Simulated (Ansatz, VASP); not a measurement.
## One calculation of BaS, two programs

File INCAR:

```
PREC = Accurate
ENCUT = 520
EDIFF = 1E-8
ISMEAR = -1
SIGMA = 0.02
LREAL = F
LASPH = T
NELM = 100
ALGO = Normal
ISIF = 2
LWAVE = F
LCHARG = F
GGA = PE
LEFG = T
NBANDS = 15
```

File KPOINTS:

```
regular mesh
0
Gamma
  8 8 8
```

The input POSCAR:

```
BaS
1.0
    0.0319375000      3.2097187500      3.2097187500
    3.2097187500      0.0319375000      3.2097187500
    3.2097187500      3.2097187500      0.0319375000
Ba S
1 1
Direct
    0.0000000000      0.0000000000      0.0000000000
    0.5000000000      0.5000000000      0.5000000000
```

Input for Ansatz:

```yaml
crystal:
  lattice:
    - [0.0319375, 3.20971875, 3.20971875]
    - [3.20971875, 0.0319375, 3.20971875]
    - [3.20971875, 3.20971875, 0.0319375]
  atoms:
    - { symbol: Ba, position: [0.0, 0.0, 0.0] }
    - { symbol: S, position: [0.5, 0.5, 0.5] }
kpoints:
  mp_grid: { grid: [8, 8, 8] }
scf:
  occupations: { method: fermi_dirac, width: 0.02 }
hamiltonian:
  xc: pbe
  pseudopotentials: { kind: all_electron, datasets: crystal }
output:
  forces: true
  stress: true
  eigenvalues: true
  efg: { contact_densities: true }
```

Change from the starting cell: equal xy, yz and zx shear strains of +1 %, crystal datasets.

Alike in both runs: task electric field gradients; functional PBE; k mesh 8 × 8 × 8; occupations fermi-dirac, width 0.02 eV; no spin polarisation.

|  | VASP | Ansatz |
| --- | --- | --- |
| version | VASP 6.6.1 | Ansatz 0.2.0 |
| potentials or method | VASP PAW PBE potentials, release 64 (Ba_sv, S), cutoff 520 eV | all-electron PAW with datasets made for the crystal, scalar-relativistic |

|  | VASP | Ansatz | Ansatz less VASP |
| --- | --- | --- | --- |
| gap on the k mesh at the Fermi level (eV) | 2.09 | 2.19 | +0.099 |
| pressure (GPa) | 1.4 | 0.8 | -0.59 |
| traceless stress, the component that is largest in VASP (GPa) | -0.19 | -0.19 | 0.000 |
| size of Vzz on the site where it differs most (V/Å²) | 7.3 | 7.2 | -0.05 |

Ansatz ran all-electron here, and VASP with PAW potentials.

Neither program's run includes spin-orbit coupling.
